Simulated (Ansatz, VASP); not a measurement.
**One calculation of Al2InN3, two programs**

```
CELL_PARAMETERS angstrom
4.83099 -2.56445 0.00000
4.83099 2.56445 0.00000
0.00000 0.00000 5.16078
ATOMIC_POSITIONS crystal
Al 0.00794 0.33499 0.99169
Al 0.66501 0.99206 0.99169
Al 0.99206 0.66501 0.49169
Al 0.33499 0.00794 0.49169
In 0.32220 0.67780 0.98745
In 0.67780 0.32220 0.48745
N 0.03509 0.33337 0.35621
N 0.66663 0.96491 0.35621
N 0.96491 0.66663 0.85621
N 0.33337 0.03509 0.85621
N 0.30026 0.69974 0.40476
N 0.69974 0.30026 0.90476
```

Change from the starting cell: volume 10.656 Å^3 an atom, stretch along b over the lengths across it, relative to the relaxed cell 0.9230.

Alike in both runs: task single point; functional LDA; k mesh 6 × 6 × 6; occupations gaussian, width 0.05 eV; no spin polarisation.

|  | VASP | Ansatz |
| --- | --- | --- |
| version | VASP 6.6.1 | Ansatz 0.2.0 |
| potentials or method | VASP PAW LDA potentials, release 64 (Al, In_d, N), cutoff 520 eV | scalar-relativistic, plane waves, PAW |
| valence electrons in the cell | 68 | 68 |

|  | VASP | Ansatz | Ansatz less VASP |
| --- | --- | --- | --- |
| gap on the k mesh at the Fermi level (eV) | 2.73 | 2.73 | -0.002 |
| least direct gap on the mesh (eV) | 2.73 | 2.73 | -0.002 |
| pressure (GPa) | 21.1 | 20.2 | -0.84 |
| traceless stress, the component that is largest in VASP (GPa) | 22.62 | 22.36 | -0.256 |
| rms of the force components (eV/Å) | 0.907 | 0.889 | -0.0179 |

Ansatz warns that its potentials were made for another functional, while VASP's fit it. LDA's correlation is that of Perdew and Zunger in VASP and of Perdew and Wang (1992) in Ansatz. Atom by atom the forces differ by 0.020 eV/Å (rms over components).
